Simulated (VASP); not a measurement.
# GaSb (F-43m) in VASP: a series of runs

GaSb is run at these levels: PBEsol; tasks: relaxation of cell and atoms.

Program: VASP 6.6.1. These are calculated values, not measurements. Logs are shortened: lines on timing, memory, paths and dates and some standing lists are left out, and cuts for length are marked.

## 1. The cell of the first run

It takes space group F-43m (No. 216, cubic). Conventional cell: a = 6.111 Å, b = 6.111 Å, c = 6.111 Å, α = 90.00°, β = 90.00°, γ = 90.00°. Ga (site symmetry -43m) has 4 Sb at 2.65 Å within 3.5 Å. Sb (site symmetry -43m) has 4 Ga at 2.65 Å within 3.5 Å.

## 2. Relaxation of cell and atoms, PBEsol

INCAR reads:

```
SYSTEM = GaSb
ALGO = Normal ; EDIFF = 1E-6
EDIFFG = -0.001 ; ENCUT = 600
GGA = PS ; IBRION = 2
ISIF = 3 ; ISMEAR = -1
LASPH = .TRUE. ; LCHARG = .FALSE.
LREAL = .FALSE. ; LWAVE = .FALSE.
NELM = 100 ; NSW = 80
PREC = Accurate ; SIGMA = 0.15
```

KPOINTS reads:

```
k-points
0
G
  12 12 12
  0 0 0
```

POSCAR reads:

```
GaSb
1.0
    0.0000000000      3.0556140969      3.0556140969
    3.0556140969      0.0000000000      3.0556140969
    3.0556140969      3.0556140969      0.0000000000
Ga Sb
1 1
Direct
    0.0000000000      0.0000000000      0.0000000000
    0.7500000000      0.7500000000      0.7500000000
```

Potentials or basis: VASP PAW PBE potentials, release 64 (Ga_d, Sb).

Started as:

```sh
$ cat potpaw_PBE.64/Ga_d/POTCAR potpaw_PBE.64/Sb/POTCAR > POTCAR
$ mpirun -np 1 vasp_std > vasp.out
```

OUTCAR:

```text
SYSTEM = GaSb
   EDIFF = 1E-6
   EDIFFG = -0.001
   ENCUT = 600
   GGA = PS
   IBRION = 2
   ISIF = 3
   ISMEAR = -1
   LASPH = .TRUE.
   LREAL = .FALSE.
   NELM = 100
   NSW = 80
   PREC = Accurate

 ion  position               nearest neighbor table
   1  0.000  0.000  0.000-   2 2.65   2 2.65   2 2.65   2 2.65
   2  0.750  0.750  0.750-   1 2.65   1 2.65   1 2.65   1 2.65

  LATTYP: Found a face centered cubic cell.
 ALAT       =     6.1112281938

  Lattice vectors:

 A1 = (   0.0000000000,   3.0556140969,   3.0556140969)
 A2 = (   3.0556140969,   0.0000000000,   3.0556140969)
 A3 = (   3.0556140969,   3.0556140969,   0.0000000000)

Analysis of symmetry for initial positions (statically):
=====================================================================
 Subroutine PRICEL returns:
 Original cell was already a primitive cell.

 Routine SETGRP: Setting up the symmetry group for a
 face centered cubic supercell.

 Subroutine GETGRP returns: Found 24 space group operations
 (whereof 24 operations were pure point group operations)
 out of a pool of 48 trial point group operations.

The static configuration has the point symmetry T_d .

Analysis of symmetry for dynamics (positions and initial velocities):
=====================================================================
 Subroutine PRICEL returns:
 Original cell was already a primitive cell.

 Routine SETGRP: Setting up the symmetry group for a
 face centered cubic supercell.

 Subroutine GETGRP returns: Found 24 space group operations
 (whereof 24 operations were pure point group operations)
 out of a pool of 48 trial point group operations.

The dynamic configuration has the point symmetry T_d .

 Subroutine INISYM returns: Found 24 space group operations
 (whereof 24 operations are pure point group operations),
 and found     1 'primitive' translations

----------------------------------------------------------------------------------------

                                     Primitive cell

  volume of cell :      57.0592

  direct lattice vectors                    reciprocal lattice vectors
     0.000000000  3.055614097  3.055614097    -0.163633229  0.163633229  0.163633229
     3.055614097  0.000000000  3.055614097     0.163633229 -0.163633229  0.163633229
     3.055614097  3.055614097  0.000000000     0.163633229  0.163633229 -0.163633229

  length of vectors
     4.321290897  4.321290897  4.321290897     0.283421066  0.283421066  0.283421066

  position of ions in fractional coordinates (direct lattice)
     0.000000000  0.000000000  0.000000000
     0.750000000  0.750000000  0.750000000

  ion indices of the primitive-cell ions
   primitive index   ion index
                 1           1
                 2           2

----------------------------------------------------------------------------------------

 KPOINTS: k-points

Automatic generation of k-mesh.
 Grid dimensions read from file:
 generate k-points for:   12   12   12

 Generating k-lattice:

  Cartesian coordinates                     Fractional coordinates (reciprocal lattice)
    -0.013636102  0.013636102  0.013636102     0.083333333  0.000000000  0.000000000
     0.013636102 -0.013636102  0.013636102     0.000000000  0.083333333  0.000000000
     0.013636102  0.013636102 -0.013636102     0.000000000  0.000000000  0.083333333

  Length of vectors
     0.023618422  0.023618422  0.023618422

  Shift w.r.t. Gamma in fractional coordinates (k-lattice)
     0.000000000  0.000000000  0.000000000

 Subroutine IBZKPT returns following result:
 ===========================================

 Found     72 irreducible k-points:

 Following reciprocal coordinates:
            Coordinates               Weight
  0.000000  0.000000  0.000000      1.000000
  0.083333  0.000000  0.000000      8.000000
  0.166667  0.000000  0.000000      8.000000
  0.250000  0.000000  0.000000      8.000000
  0.333333  0.000000  0.000000      8.000000
  0.416667  0.000000  0.000000      8.000000
[... 16 lines left out ...]
  0.500000  0.166667  0.000000     24.000000
 -0.416667  0.166667  0.000000     24.000000
 [... further k-points ...]
   k-points           NKPTS =     72   k-points in BZ     NKDIM =     72   number of bands    NBANDS=     13
   number of dos      NEDOS =    301   number of ions     NIONS =      2
   total plane-waves  NPLWV =  46656
   dimension x,y,z NGX =    36 NGY =   36 NGZ =   36
   dimension x,y,z NGXF=    72 NGYF=   72 NGZF=   72
   ions per type =               1   1
   NGX,Y,Z   is equivalent  to a cutoff of  13.85, 13.85, 13.85 a.u.
   NGXF,Y,Z  is equivalent  to a cutoff of  27.70, 27.70, 27.70 a.u.
 SYSTEM =  GaSb
   PREC   = accura    normal or accurate (medium, high low for compatibility)
   ISTART =      0    job   : 0-new  1-cont  2-samecut
   ICHARG =      2    charge: 1-file 2-atom 10-const
   ISPIN  =      1    spin polarized calculation?
   LNONCOLLINEAR =      F non collinear calculations
   LSORBIT =      F    spin-orbit coupling
   LASPH  =      T    aspherical Exc in radial PAW
   ENCUT  =  600.0 eV  44.10 Ry    6.64 a.u.   8.63  8.63  8.63*2*pi/ulx,y,z
   NELM   =    100;   NELMIN=  2; NELMDL= -5     # of ELM steps
   EDIFF  = 0.1E-05   stopping-criterion for ELM
   LREAL  =      F    real-space projection
   EDIFFG = -.1E-02   stopping-criterion for IOM
   NSW    =     80    number of steps for IOM
   IBRION =      2    ionic relax: 0-MD 1-quasi-New 2-CG
   NFREE  =      1    steps in history (QN), initial steepest desc. (CG)
   ISIF   =      3    stress and relaxation
   ISYM   =      2    0-nonsym 1-usesym 2-fastsym
   POTIM  = 0.5000    time-step for ionic-motion
   TEBEG  =    0.0;   TEEND  =   0.0 temperature during run
   PSTRESS=    0.0 pullay stress
   NELECT =      18.0000    total number of electrons
   NUPDOWN=      -1.0000    fix difference up-down
   EMIN   =  10.00;   EMAX   =-10.00  energy-range for DOS
   EFERMI =   0.00;   METHOD = LEGACY
   ISMEAR =    -1;   SIGMA  =   0.15  broadening in eV -4-tet -1-fermi 0-gaus
   EFERMI_NEDOS =   21; number of points for ismear=-14 and -15
   IALGO  =     38    algorithm
   IMIX   =      4    mixing-type and parameters
     AMIX     =   0.40;   BMIX     =  1.00
     AMIX_MAG =   1.60;   BMIX_MAG =  1.00
  volume/ion in A,a.u.               =      28.53       192.53
  Fermi-wavevector in a.u.,A,eV,Ry     =   1.114441  2.105989 16.898153  1.241979
  Thomas-Fermi vector in A             =   2.251036
   LORBIT       =      0    0 simple, 1 ext, 2 COOP (PROOUT), +10 PAW based schemes
   GGA     = PS    functional components
   LHFCALC =     F    Hartree Fock is set to
   AEXX    =    0.0000 exact exchange contribution
   IVDW    =     0    specifies the selected vdW correction
   LEPSILON=     F    determine dielectric tensor
   LRPA    =     F    only Hartree local field effects (RPA)
 conjugate gradient relaxation of ions
 non-spin polarized calculation
  energy-cutoff  :      600.00
  volume of cell :       57.06
 maximum number of plane-waves:      1932
   NGX = 17   NGY = 17   NGZ = 17

--------------------------------------- Ionic step        1  -------------------------------------------

 number of electron      18.0000006 magnetization

 Free energy of the ion-electron system (eV)
  ---------------------------------------------------
  ext. energy  EPLUGINS =         0.00000000
  ---------------------------------------------------
  free energy    TOTEN  =        -8.15696781 eV

  energy without entropy =       -8.15037749  energy(sigma->0) =       -8.15367265

------------------------ aborting loop because EDIFF is reached ----------------------------------------

  FORCE on cell =-STRESS in cart. coord.  units (eV):
  Direction    XX          YY          ZZ          XY          YZ          ZX
  --------------------------------------------------------------------------------------
  -------------------------------------------------------------------------------------
  Total        0.0378990      0.0378990      0.0378990     -0.0000000      0.0000000     -0.0000000
  in kB        1.0641748      1.0641748      1.0641748     -0.0000000      0.0000000     -0.0000000
  external PRESSURE =       1.0641748 kB  Pullay stress =       0.0000000 kB
[... 89 lines left out ...]
  FREE ENERGIE OF THE ION-ELECTRON SYSTEM (eV)
  ---------------------------------------------------
  free  energy   TOTEN  =        -8.1570117185 eV

  energy  without entropy=       -8.1503626175  energy(sigma->0) =       -8.15368717

[... ionic steps 4 to 30 ...]

--------------------------------------- Ionic step       31  -------------------------------------------

 number of electron      18.0000006 magnetization

------------------------ aborting loop because EDIFF is reached ----------------------------------------

  FORCE on cell =-STRESS in cart. coord.  units (eV):
  Direction    XX          YY          ZZ          XY          YZ          ZX
  --------------------------------------------------------------------------------------
  -------------------------------------------------------------------------------------
  Total       -0.0042224     -0.0042224     -0.0042224     -0.0000000     -0.0000000     -0.0000000
  in kB       -0.1182885     -0.1182885     -0.1182885     -0.0000000     -0.0000000     -0.0000000
  external PRESSURE =      -0.1182885 kB  Pullay stress =       0.0000000 kB
[... 57 lines left out ...]
  energy  without entropy=       -8.1503581902  energy(sigma->0) =       -8.15368487

--------------------------------------- Ionic step       33  -------------------------------------------

 number of electron      18.0000006 magnetization

 Free energy of the ion-electron system (eV)
  ---------------------------------------------------
  ext. energy  EPLUGINS =         0.00000000
  ---------------------------------------------------
  free energy    TOTEN  =        -8.15701156 eV

  energy without entropy =       -8.15035835  energy(sigma->0) =       -8.15368495

 E-fermi :   4.9319     XC(G=0):  -9.2722

 val. band max:        4.7386674172   @ k =   0.0000   0.0000   0.0000
 cond. band min:       5.0888800114   @ k =   0.5000   0.0000   0.0000
 fundamental gap:      0.3502125942
 Fermi energy:         4.9319218185

 k-point     1 :       0.0000    0.0000    0.0000
  band No.  band energies     occupation
      1     -10.2571      2.00000
      2     -10.2571      2.00000
      3     -10.2571      2.00000
      4     -10.2065      2.00000
      5     -10.2065      2.00000
      6      -6.7719      2.00000
      7       4.7375      1.57041
      8       4.7387      1.56774
      9       4.7387      1.56774
     10       4.7387      1.56774
     11       7.4977      0.00000
     12       7.4977      0.00000
     13       7.4977      0.00000
[... 353 lines left out ...]
 k-point    24 :      -0.4167    0.1667    0.0000
  band No.  band energies     occupation
      1     -10.2886      2.00000
      2     -10.2439      2.00000
      3     -10.2429      2.00000
      4     -10.2081      2.00000
      5     -10.2066      2.00000
      6      -4.9462      2.00000
      7      -1.5795      2.00000
      8       1.9671      2.00000
      9       3.2625      1.99997
     10       6.3881      0.00012
     11       8.4580      0.00000
     12       9.2721      0.00000
     13      11.5908      0.00000

 [... further k-points ...]
[... 5 lines left out ...]
  --------------------------------------------------------------------------------------
  -------------------------------------------------------------------------------------
  Total       -0.0014578     -0.0014578     -0.0014578      0.0000000     -0.0000000     -0.0000000
  in kB       -0.0408385     -0.0408385     -0.0408385      0.0000000     -0.0000000     -0.0000000
  external PRESSURE =      -0.0408385 kB  Pullay stress =       0.0000000 kB
[... 17 lines left out ...]
  FREE ENERGIE OF THE ION-ELECTRON SYSTEM (eV)
  ---------------------------------------------------
  free  energy   TOTEN  =        -8.1570115599 eV

  energy  without entropy=       -8.1503583488  energy(sigma->0) =       -8.15368495

 reached required accuracy - stopping structural energy minimisation
```

Run time: 7.1 min. Hardware: 1 thread of Intel Xeon Platinum 8488C (Sapphire Rapids), shared host; peak memory 0.25 GiB.

Results:

* Free energy: -8.1570 eV
* Relaxed volume: 28.60 Å³/atom
* Relaxed cell: a = 4.325 Å, b = 4.325 Å, c = 4.325 Å, α = 60.00°, β = 60.00°, γ = 60.00°
* Space group after relaxing (to 0.1 Å): F-43m (No. 216)
* Energy gained by relaxing: 0.0 meV/atom
* Ionic steps: 33
* Pressure after relaxing: 0.0 GPa
* Band gap on the k mesh: zero (filled and empty bands touch)

Final structure:
```
Ga Sb
1.0
     0.00000    3.05796    3.05796
     3.05796    0.00000    3.05796
     3.05796    3.05796    0.00000
Ga Sb
1 1
Direct
  0.00000 0.00000 0.00000
  0.75000 0.75000 0.75000
```

Caveat: semilocal functionals underestimate gaps, and a narrow one can read as zero; the PAW data sets were made with another functional, which shifts forces and pressure a little; spin-orbit coupling is left out, which moves the levels of the heavy elements.

## 3. Relaxation of cell and atoms, PBEsol, target pressure 20 GPa, at which the enthalpy is minimised

INCAR reads:

```
SYSTEM = GaSb
ALGO = Normal
EDIFF = 1E-6
EDIFFG = -0.001
ENCUT = 600
GGA = PS
IBRION = 2
ISIF = 3
ISMEAR = -1
LASPH = .True.
LCHARG = .False.
LREAL = .False.
LWAVE = .False.
NELM = 60
NSW = 80
PREC = Accurate
PSTRESS = 200.0
SIGMA = 0.15
```

KPOINTS reads:

```
k-points
0
Gamma
  12 12 12
  0 0 0
```

POSCAR reads:

```
GaSb
1.0
    0.0000000000      3.0562701464      3.0562701464
    3.0562701464      0.0000000000      3.0562701464
    3.0562701464      3.0562701464      0.0000000000
Ga Sb
1 1
Direct
    0.0000000000      0.0000000000      0.0000000000
    0.7500000000      0.7500000000      0.7500000000
```

Potentials or basis: VASP PAW PBE potentials, release 64 (Ga_d, Sb).

Started as:

```sh
$ cat potpaw_PBE.64/Ga_d/POTCAR potpaw_PBE.64/Sb/POTCAR > POTCAR
$ mpirun -np 1 vasp_std > vasp.out
```

Wall time 7.2 min (1 thread of Intel Xeon Platinum 8488C (Sapphire Rapids), shared host); peak memory 0.26 GiB.

The run converged. Its results:

```
Free energy                                                : -7.5714 eV
Relaxed volume                                             : 22.77 Å³/atom
Relaxed cell                                               : a = 4.008 Å, b = 4.008 Å, c = 4.008 Å, α = 60.00°, β = 60.00°, γ = 60.00°
Space group after relaxing (to 0.1 Å)                      : F-43m (No. 216)
Energy change on relaxing (the run minimises the enthalpy) : +292.8 meV/atom
Ionic steps                                                : 17
Pressure after relaxing                                    : 20.0 GPa
Band gap on the k mesh                                     : 0.37 eV (least direct gap 1.75 eV)
```

The path:
```csv
step,energy change (eV),largest force (eV/Å),pressure (GPa),volume (Å³)
1,0.0000,0.0000,0.07,57.10
2,4.8755,0.0000,105.82,32.50
3,0.4707,0.0000,17.26,46.53
4,0.5482,0.0000,19.11,45.85
5,0.5866,0.0000,20.08,45.53
6,0.5783,0.0000,19.76,45.60
7,0.5845,0.0000,20.03,45.55
8,0.5838,0.0000,19.91,45.56
9,0.5843,0.0000,20.01,45.55
10,0.5842,0.0000,19.98,45.55
11,0.5843,0.0000,19.97,45.55
12,0.5868,0.0000,20.06,45.53
13,0.5851,0.0000,19.98,45.55
14,0.5856,0.0000,19.99,45.54
15,0.5862,0.0000,20.07,45.54
16,0.5857,0.0000,20.03,45.54
17,0.5856,0.0000,19.99,45.54
```

Final structure:
```
Ga Sb
1.0
     0.00000    2.83441    2.83441
     2.83441    0.00000    2.83441
     2.83441    2.83441    0.00000
Ga Sb
1 1
Direct
  0.00000 0.00000 0.00000
  0.75000 0.75000 0.75000
```

Levels at points of the mesh, in eV from the valence-band top:
```
           k point  band 6  band 7  band 8  band 9  band 10  band 11  band 12  band 13
(0.00, 0.00, 0.00)  -13.36    0.00    0.00    0.00     1.75     2.63     2.63     2.63
(0.50, 0.00, 0.00)  -11.06   -7.77   -1.59   -1.59     0.89     3.64     3.64     6.02
(0.50, 0.50, 0.00)   -9.86   -8.06   -3.52   -3.52     0.46     0.64    10.21    10.21
```

Caveat: the cell is relaxed towards a set pressure, so the run minimises the enthalpy, not the energy; the volume moved by over 15 % at a fixed basis, so the end points are rough; semilocal functionals underestimate gaps, and a narrow one can read as zero; the PAW data sets were made with another functional, which shifts forces and pressure a little; spin-orbit coupling is left out, which moves the levels of the heavy elements. A k mesh can miss the band edges.

The gap in the log of VASP goes by the Fermi energy; the results here count the filled bands.